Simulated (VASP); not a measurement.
A run of VASP 6.6.1 is set up as follows.

Contents of INCAR:

```
SYSTEM = HfO2
PREC     = Accurate       ! precision mode
ENCUT    = 520            ! plane-wave cutoff, eV
EDIFF    = 1E-6           ! SCF threshold, eV
ISMEAR   = -5             ! smearing method
SIGMA    = 0.05           ! smearing width, eV
LREAL    = .False.        ! projectors in reciprocal space
LASPH    = .True.         ! aspherical terms in the spheres
NELM     = 150            ! most SCF steps
ALGO     = Normal         ! electronic algorithm
ISIF     = 2              ! what is computed and relaxed
LWAVE    = .False.        ! write WAVECAR
LCHARG   = .True.         ! write CHGCAR
LMAXMIX  = 4              ! l up to which the mixer works
LDAU     = .True.         ! DFT+U
LDAUTYPE = 2            
LDAUL    = 2 -1           ! shell
LDAUU    = 6.5 0          ! U, eV
LDAUJ    = 0 0          
LDAUPRINT= 1            
GGA      = PS             ! functional
IVDW     = 12             ! dispersion correction
LELF     = .True.         ! ELF
LVHAR    = .True.       
NBANDS   = 18             ! bands
```

File KPOINTS:

```
Automatic mesh
0
Gamma
  9 9 9
  0 0 0
```

Contents of POSCAR:

```
HfO2
1.0
    0.0000000000      2.5575000000      2.5575000000
    2.5575000000      0.0000000000      2.5575000000
    2.5575000000      2.5575000000      0.0000000000
Hf O
1 2
Direct
    0.0000000000      0.0000000000      0.0000000000
    0.7500000000      0.7500000000      0.7500000000
    0.2500000000      0.2500000000      0.2500000000
```

Potentials or basis: VASP PAW PBE potentials, release 64 (Hf_pv, O).

The run is started by

```sh
$ cat potpaw_PBE.64/Hf_pv/POTCAR potpaw_PBE.64/O/POTCAR > POTCAR
$ mpirun -np 1 vasp_std > vasp.out
```

**Question.** Estimate the band gap on the k mesh.

**Answer.** 4.49 eV, indirect (least direct gap 4.62 eV).

**Question.** Predict the dispersion energy per atom.

**Answer.** -0.221 eV.

**Question.** Estimate the pressure.

**Answer.** 1.0 GPa.

Eigenvalues of the final occupation matrices:
```
    site  spin  trace               eigenvalues
site 1 d     1   0.57  0.05 0.05 0.16 0.16 0.16
site 1 d     2   0.57  0.05 0.05 0.16 0.16 0.16
```

Caveat: the PAW data sets were made with another functional, which shifts forces and pressure a little; spin-orbit coupling is left out, which moves the levels of the heavy elements. A k mesh can miss the band edges.
